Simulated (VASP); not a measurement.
A run of VASP 6.6.1 is set up as follows.

The input INCAR:

```
SYSTEM = Zn
PREC = Accurate ; ENCUT = 520
EDIFF = 1E-6 ; ISMEAR = 0
SIGMA = 0.1 ; LREAL = .FALSE.
LASPH = .TRUE. ; NELM = 100
ALGO = Normal ; ISIF = 2
LWAVE = .FALSE. ; LCHARG = .TRUE.
LDIPOL = .TRUE. ; IDIPOL = 3
DIPOL = 0.5 0.5 0.500 ; GGA = PE
LELF = .TRUE. ; LVHAR = .TRUE.
LVACPOTAV = .TRUE. ; ISYM = 0
NBANDS = 45
```

Contents of KPOINTS:

```
regular mesh
0
G
  13 6 1
  0 0 0
```

Contents of POSCAR:

```
Zn
1.0
    2.6333229218      0.0000000000      0.0000000000
   -1.3166614609      5.5941897124      0.0000000000
    0.0000000000      0.0000000000     19.5119198480
Zn
6
Direct
    0.7427152696      0.4854305391      0.3843804228
    0.0065641248      0.0131282496      0.4021680500
    0.3258084010      0.6516168021      0.4911061864
    0.5896572563      0.1793145125      0.5088938136
    0.9089015325      0.8178030650      0.5978319500
    0.1727503877      0.3455007755      0.6156195772
```

Potentials or basis: VASP PAW PBE potentials, release 64 (Zn).

Launch:

```console
$ cat potpaw_PBE.64/Zn/POTCAR > POTCAR
$ mpirun -np 1 vasp_std > vasp.out
```

(1) What does it give for the largest force?

(2) Estimate the band gap on the k mesh.

Answers

(1) 0.366 eV/Å.

(2) zero (band 36 reaches -1.28 eV, above the bottom of band 37 at -3.51 eV).
